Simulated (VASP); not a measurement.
A run of VASP 6.6.1:

Contents of INCAR:

```
SYSTEM = Li2TiO2
PREC     = Accurate       ! precision mode
ENCUT    = 520            ! plane-wave cutoff, eV
EDIFF    = 1E-7           ! SCF threshold, eV
ISMEAR   = 0              ! smearing method
SIGMA    = 0.1            ! smearing width, eV
LREAL    = .FALSE.        ! projectors in reciprocal space
LASPH    = .TRUE.         ! aspherical terms in the spheres
NELM     = 150            ! most SCF steps
ALGO     = Normal         ! electronic algorithm
ISIF     = 2              ! what is computed and relaxed
LWAVE    = .FALSE.        ! write WAVECAR
LCHARG   = .FALSE.        ! write CHGCAR
ISPIN    = 2              ! spin polarisation
MAGMOM   = 0 0 1 0 0      ! initial moments
LORBIT   = 11             ! projections on sites
LMAXMIX  = 4              ! l up to which the mixer works
GGA      = PE             ! functional
NBANDS   = 27             ! bands
```

The input KPOINTS:

```
regular mesh
0
G
  4 4 6
  0 0 0
```

File POSCAR:

```
Li2TiO2
1.0
    4.6139874211      0.0000000000      0.0000000000
    0.0000000000      4.6139874211      0.0000000000
    0.0000000000      0.0000000000      3.7389415562
Li Ti O
2 1 2
Direct
    0.5000000000      0.0000000000      0.0000000000
    0.0000000000      0.5000000000      0.0000000000
    0.0000000000      0.0000000000      0.0000000000
    0.0000000000      0.0000000000      0.5000000000
    0.5000000000      0.5000000000      0.0000000000
```

Potentials or basis: VASP PAW PBE potentials, release 64 (Li_sv, Ti_sv, O).

Run with:

```console
$ cat potpaw_PBE.64/Li_sv/POTCAR potpaw_PBE.64/Ti_sv/POTCAR potpaw_PBE.64/O/POTCAR > POTCAR
$ mpirun -np 1 vasp_std > vasp.out
```

Hardware: 1 thread of Intel(R) Xeon(R) Platinum 8259CL CPU @ 2.50GHz (Skylake/Cascade Lake) (shared host).

Question: Estimate the wall time of this run.

Answer: Run time: 100 s on 1 thread of Intel(R) Xeon(R) Platinum 8259CL CPU @ 2.50GHz (Skylake/Cascade Lake), with other jobs on the host, peak memory 0.25 GiB. Counts: scf iterations 21, k points 24.
